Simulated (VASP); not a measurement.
# AlGa3N4 (R3m) in VASP: a series of runs, part 2 of 2

VASP 6.6.1.

## 4. Single point, LDA (10.41 Å³/atom)

INCAR

```
SYSTEM = AlGa3N4
PREC = Accurate ; ENCUT = 520
EDIFF = 1E-6 ; ISMEAR = 0
SIGMA = 0.05 ; LREAL = .FALSE.
LASPH = .TRUE. ; NELM = 80
ALGO = Normal ; ISIF = 2
LWAVE = .FALSE. ; LCHARG = .TRUE.
GGA = CA ; LELF = .TRUE.
LVHAR = .TRUE. ; NBANDS = 41
```

KPOINTS

```
regular mesh
0
G
  6 6 6
  0 0 0
```

POSCAR

```
AlGa3N4
1.0
    4.3679707085     -0.0657671110     -0.0657671110
   -0.0657671110      4.3679707085     -0.0657671110
   -0.0657671110     -0.0657671110      4.3679707085
Al Ga N
1 3 4
Direct
    0.0000000000      0.0000000000      0.0000000000
    0.5000000000      0.5000000000      0.0000000000
    0.5000000000      0.0000000000      0.5000000000
    0.0000000000      0.5000000000      0.5000000000
    0.7548078379      0.7548078379      0.2451921621
    0.7548078379      0.2451921621      0.7548078379
    0.2451921621      0.7548078379      0.7548078379
    0.2451921621      0.2451921621      0.2451921621
```

On the command line:

```console
> cat potpaw_LDA.64/Al/POTCAR potpaw_LDA.64/Ga_d/POTCAR potpaw_LDA.64/N/POTCAR > POTCAR
> mpirun -np 1 vasp_std > vasp.out
```

Run time: 35 s. Hardware: 1 thread of AMD EPYC 9R45 (Zen 5), shared host; peak memory 0.18 GiB.

Results (log left out):

```
Free energy            : -57.8973 eV
Pressure               : 11.0 GPa
Largest force          : 0.755 eV/Å
Band gap on the k mesh : 2.69 eV
```

Forces on the atoms (eV/Å):
```
Al  -0.424 -0.424 -0.424
Ga  -0.446 -0.446 -0.415
Ga  -0.446 -0.415 -0.446
Ga  -0.415 -0.446 -0.446
N    0.463  0.463  0.372
N    0.463  0.372  0.463
N    0.372  0.463  0.463
N    0.432  0.432  0.432
```

Stress tensor (GPa, compression positive):
```
10.96  7.73  7.73
 7.73 10.96  7.73
 7.73  7.73 10.96
```

Levels at points of the mesh, in eV from the valence-band top:
```csv
k point,band 27,band 28,band 29,band 30,band 31,band 32,band 33,band 34,band 35,band 36
"(0.00, 0.00, 0.00)",-2.59,-2.57,-0.18,-0.18,0.00,2.69,3.23,3.25,3.25,6.70
"(0.50, 0.00, 0.00)",-2.96,-1.89,-1.58,-1.57,-1.25,4.99,5.07,6.12,6.15,8.02
"(0.50, 0.50, 0.00)",-3.31,-1.22,-1.20,-1.04,-0.77,6.91,7.00,7.26,7.40,7.48
"(0.50, 0.50, 0.50)",-0.97,-0.97,-0.80,-0.79,-0.79,5.00,5.42,5.42,6.57,9.06
```

Caveat: the cell stands under pressure.

## 5. Single point, LDA (10.84 Å³/atom)

This run uses another cell than the first one, of 10.84 Å³/atom.

INCAR

```
PREC = Accurate
ENCUT = 520
EDIFF = 1E-7
ISMEAR = 0
SIGMA = 0.05
LREAL = False
LASPH = True
NELM = 80
ALGO = Normal
ISIF = 2
LWAVE = False
LCHARG = True
GGA = CA
LELF = True
LVHAR = True
NBANDS = 41
```

KPOINTS

```
Automatic mesh
0
Gamma
  6 6 6
```

POSCAR: that of step 4 with these lines changed.

```diff
@@ -2,5 +2,5 @@
 1.0
-    4.3679707085     -0.0657671110     -0.0657671110
-   -0.0657671110      4.3679707085     -0.0657671110
-   -0.0657671110     -0.0657671110      4.3679707085
+    4.4427300862     -0.2608943698     -0.2608943698
+   -0.2608943698      4.4427300862     -0.2608943698
+   -0.2608943698     -0.2608943698      4.4427300862
 Al Ga N
```

On the command line:

```console
> cat potpaw_LDA.64/Al/POTCAR potpaw_LDA.64/Ga_d/POTCAR potpaw_LDA.64/N/POTCAR > POTCAR
> mpirun -np 1 vasp_std > vasp.out
```

Run time: 55 s. Hardware: 1 thread of AMD EPYC 9R45 (Zen 5), shared host; peak memory 0.2 GiB.

The run converged. Its results:

```yaml
Free_energy: -55.3011 eV
Pressure: 12.0 GPa
Largest_force: 4.215 eV/Å
Band_gap_on_the_k_mesh: 1.76 eV
```

Forces on the atoms (eV/Å):
```
Al  -2.341 -2.341 -2.341
Ga  -2.427 -2.427 -2.192
Ga  -2.427 -2.192 -2.427
Ga  -2.192 -2.427 -2.427
N    2.406  2.406  2.141
N    2.406  2.141  2.406
N    2.141  2.406  2.406
N    2.434  2.434  2.434
```

Stress tensor (GPa, compression positive):
```
12.00 31.18 31.18
31.18 12.00 31.18
31.18 31.18 12.00
```

Levels at points of the mesh, in eV from the valence-band top:
```
           k point  band 27  band 28  band 29  band 30  band 31  band 32  band 33  band 34  band 35  band 36
(0.00, 0.00, 0.00)    -1.86    -1.84    -0.42    -0.42     0.00     1.76     2.67     2.67     2.73     7.09
(0.50, 0.00, 0.00)    -3.08    -2.35    -2.07    -1.21    -0.92     4.24     4.32     5.42     5.44     7.66
(0.50, 0.50, 0.00)    -2.93    -1.50    -1.43    -0.83    -0.59     5.48     5.75     6.20     6.75     7.16
(0.50, 0.50, 0.50)    -0.89    -0.88    -0.63    -0.60    -0.60     3.66     5.01     5.01     6.20     8.17
```

Caveat: the cell stands under pressure; forces of over 1 eV/Å act on the atoms, so gaps and moduli don't describe the material at rest.

## 6. Single point, LDA (10.84 Å³/atom)

This run uses another cell than the first one, of 10.84 Å³/atom.

INCAR

```
PREC = Accurate
ENCUT = 520
EDIFF = 1E-6
ISMEAR = 0
SIGMA = 0.05
LREAL = F
LASPH = T
NELM = 100
ALGO = Normal
ISIF = 2
LWAVE = F
LCHARG = F
NBANDS = 41
```

KPOINTS

```
regular mesh
0
Gamma
  6 6 6
```

POSCAR: that of step 5 with these lines changed.

```diff
@@ -2,5 +2,5 @@
 1.0
-    4.4427300862     -0.2608943698     -0.2608943698
-   -0.2608943698      4.4427300862     -0.2608943698
-   -0.2608943698     -0.2608943698      4.4427300862
+    4.4307867246     -0.1323303965     -0.1323303965
+   -0.1323303965      4.4307867246     -0.1323303965
+   -0.1323303965     -0.1323303965      4.4307867246
 Al Ga N
```

Potentials or basis: VASP PAW LDA potentials, release 64 (Al, Ga_d, N).

On the command line:

```console
> cat potpaw_LDA.64/Al/POTCAR potpaw_LDA.64/Ga_d/POTCAR potpaw_LDA.64/N/POTCAR > POTCAR
> mpirun -np 1 vasp_std > vasp.out
```

It took 51 s on 1 thread of AMD EPYC 9R45 (Zen 5), shared host; peak memory 0.2 GiB.

Results (log left out):

* Free energy: -57.5156 eV
* Pressure: 3.6 GPa
* Largest force: 1.518 eV/Å
* Band gap on the k mesh: 2.20 eV

Forces in eV/Å, atoms in the order of the input:
```
Al  -0.834 -0.834 -0.834
Ga  -0.871 -0.871 -0.792
Ga  -0.871 -0.792 -0.871
Ga  -0.792 -0.871 -0.871
N    0.871  0.871  0.750
N    0.871  0.750  0.871
N    0.750  0.871  0.871
N    0.876  0.876  0.876
```

Stress tensor (GPa, compression positive):
```
 3.58 14.26 14.26
14.26  3.58 14.26
14.26 14.26  3.58
```

Levels at points of the mesh, in eV from the valence-band top:
```tsv
k point	band 28	band 29	band 30	band 31	band 32	band 33	band 34	band 35
(0.00, 0.00, 0.00)	-2.30	-0.30	-0.30	0.00	2.20	3.05	3.07	3.07
(0.50, 0.00, 0.00)	-2.01	-1.73	-1.44	-1.14	4.64	4.72	5.85	5.88
(0.50, 0.50, 0.00)	-1.31	-1.27	-0.98	-0.75	6.24	6.38	6.74	7.15
(0.50, 0.50, 0.50)	-0.98	-0.76	-0.74	-0.74	4.32	5.09	5.09	6.24
```

Caveat: the cell stands under pressure; forces of over 1 eV/Å act on the atoms, so gaps and moduli don't describe the material at rest.

## 7. Summary

| cell | gap on the mesh (eV) | pressure (GPa) | largest force (eV/Å) |
| --- | --- | --- | --- |
| a = 4.386 Å, angles 84.6°, 8 atoms | 1.95 | 15.7 | 1.35 |
| a = 4.385 Å, angles 95.0°, 8 atoms | 2.22 | 16.8 | 3.15 |
| a = 4.369 Å, angles 91.7°, 8 atoms | 2.69 | 11.0 | 0.75 |
| a = 4.458 Å, angles 96.5°, 8 atoms | 1.76 | 12.0 | 4.22 |
| a = 4.435 Å, angles 93.4°, 8 atoms | 2.20 | 3.6 | 1.52 |

Alike in all rows: task single point; level LDA; potentials or basis VASP PAW LDA potentials, release 64 (Al, Ga_d, N); no spin polarisation; k mesh 6 × 6 × 6; cutoff (eV) 520; smearing gaussian 0.05 eV.

Caveats: the cell stands under pressure; forces of over 1 eV/Å act on the atoms, so gaps and moduli don't describe the material at rest (at least some runs).

Total energies depend on the potentials used, so only differences within one code and one set of settings carry meaning.
